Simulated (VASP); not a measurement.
Runs of VASP 6.6.1 on CuO2. The structure is that of space group Cmcm (No. 63), or close to it. The cells are those of the table. 

```csv
level,potentials or basis,cell,k mesh,cutoff (eV),second run,gap on the mesh (eV),pressure (GPa),largest force (eV/Å)
r2SCAN,"VASP PAW PBE potentials, release 64 (Cu, O)","a = 5.399, b = 5.399, c = 4.343 Å, angles 90.0, 90.0, 149.7°, 6 atoms",10 × 10 × 6,520,-,none,-8.0,0.44
PBEsol,"VASP PAW PBE potentials, release 64 (Cu, O)","a = 4.673, b = 4.673, c = 3.734 Å, angles 90.0, 90.0, 144.7°, 6 atoms",10 × 10 × 6,520,-,none,30.8,0.13
PBEsol,"VASP PAW PBE potentials, release 64 (Cu, O)","a = 5.056, b = 5.056, c = 3.752 Å, angles 90.0, 90.0, 146.5°, 6 atoms",10 × 10 × 6,520,-,none,5.8,0.10
LDA,"VASP PAW LDA potentials, release 64 (Cu, O)","a = 5.399, b = 5.399, c = 4.343 Å, angles 90.0, 90.0, 149.7°, 6 atoms",10 × 10 × 6,520,-,none,(a),0.69
PBEsol,"VASP PAW PBE potentials, release 64 (Cu, O)","a = 5.507, b = 5.507, c = 4.343 Å, angles 90.0, 90.0, 149.7°, 6 atoms",8 × 8 × 5,520,-,none,(b),0.83
PBEsol,"VASP PAW PBE potentials, release 64 (Cu_sv_GW, O)","a = 5.291, b = 5.291, c = 4.343 Å, angles 90.0, 90.0, 149.7°, 6 atoms",8 × 8 × 5,700,valence_matched,none,-3.2,0.24
PBEsol,"VASP PAW PBE potentials, release 64 (Cu, O)","a = 4.928, b = 4.928, c = 3.773 Å, angles 90.0, 90.0, 145.9°, 6 atoms",10 × 10 × 6,520,-,none,10.8,0.11
PBEsol,"VASP PAW PBE potentials, release 64 (Cu, O)","a = 5.044, b = 5.044, c = 4.079 Å, angles 90.0, 90.0, 147.5°, 6 atoms",10 × 10 × 6,520,-,none,0.9,0.15
```

Alike in all rows: task single point; no spin polarisation; smearing fermi-dirac 0.05 eV.

**Question.** Fill in the values left out.

**Answer.** (a) -13.7; (b) -13.6.

Caveats: semilocal functionals often make such compounds metallic where correlation or magnetic order opens a gap, which also shifts bond lengths; the PAW data sets were made with another functional, which shifts forces and pressure a little (some runs).

A gap of «none» marks levels without a gap at the run's occupations.

The runs don't all hold the same shells in valence.
